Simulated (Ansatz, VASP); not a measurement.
**Ca2PbSe3: VASP beside Ansatz**

```
Ca Pb Se
1.0
     7.41064    0.00000    0.00000
    -3.70532    6.41781    0.00000
     0.00000    0.00000    3.86428
Ca Pb Se
2 1 3
Direct
  0.33333 0.66667 0.00000
  0.66667 0.33333 0.00000
  0.00000 0.00000 0.00000
  0.50000 0.00000 0.50000
  0.50000 0.50000 0.50000
  0.00000 0.50000 0.50000
```

Alike in both runs: functional PBE; k mesh 6 × 6 × 10; occupations gaussian, width 0.1 eV; no spin polarisation.

Ansatz relaxed the structure, and its values are those at the end. VASP's run is a single point on that final structure, the one shown.

|  | VASP | Ansatz |
| --- | --- | --- |
| version | VASP 6.6.1 | Ansatz 0.2.0 |
| potentials or method | VASP PAW PBE potentials, release 64 (Ca_sv, Pb_d, Se), cutoff 520 eV | scalar-relativistic, plane waves, PAW |
| valence electrons in the cell | 52 | 82 |

|  | VASP | Ansatz | Ansatz less VASP |
| --- | --- | --- | --- |
| gap on the k mesh at the Fermi level (eV) | none | none | - |
| pressure (GPa) | 0.1 | 0.0 | -0.10 |

A gap of «none» marks a metal or a gap that the smearing closes. VASP's potentials hold 52 valence electrons a cell and Ansatz's 82, so a difference there can come from the potentials and not from the codes.

Spin-orbit coupling is off throughout.
